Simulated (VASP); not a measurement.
# Ga: single point with LDA

Crystal: Ga.

```
Ga
1.0
     2.28778    0.00000    0.00000
    -1.14389    1.98128    0.00000
     0.00000    0.00000    3.82097
Ga
2
Direct
  0.33333 0.66667 0.25000
  0.66667 0.33333 0.75000
```

```yaml
Program: VASP 6.6.1
Task: single point
Functional: LDA
Potentials_or_basis: VASP PAW LDA potentials, release 64 (Ga_d)
Cutoff: 520 eV
k_mesh: 18 × 18 × 10
Occupations: fermi-dirac, width 0.1 eV
Spin: no spin polarisation
```

```yaml
Pressure: 234.0 GPa
Band_gap_on_the_k_mesh: zero (band 13 reaches 23.36 eV, above the bottom of band 14 at 12.52 eV)
```

Levels at points of the mesh, in eV from the Fermi level:
```csv
k point,band 9,band 10,band 11,band 12,band 13,band 14,band 15,band 16,band 17,band 18
"(0.00, 0.00, 0.00)",-17.14,-16.49,-16.49,-9.92,-6.24,18.19,18.19,18.34,19.94,20.43
"(0.50, 0.00, 0.00)",-16.37,-16.29,-9.77,-8.31,0.15,0.70,3.31,3.86,7.71,14.56
"(0.00, 0.00, 0.50)",-16.71,-16.71,-16.61,-16.61,5.25,5.25,19.14,19.14,20.52,20.52
"(0.50, 0.00, 0.50)",-16.32,-16.32,-8.23,-8.23,-4.08,-4.08,11.06,11.06,12.25,12.25
```

Run time: 87 s on 1 thread of AMD EPYC 7R13, on a shared host, peak memory 0.14 GiB.
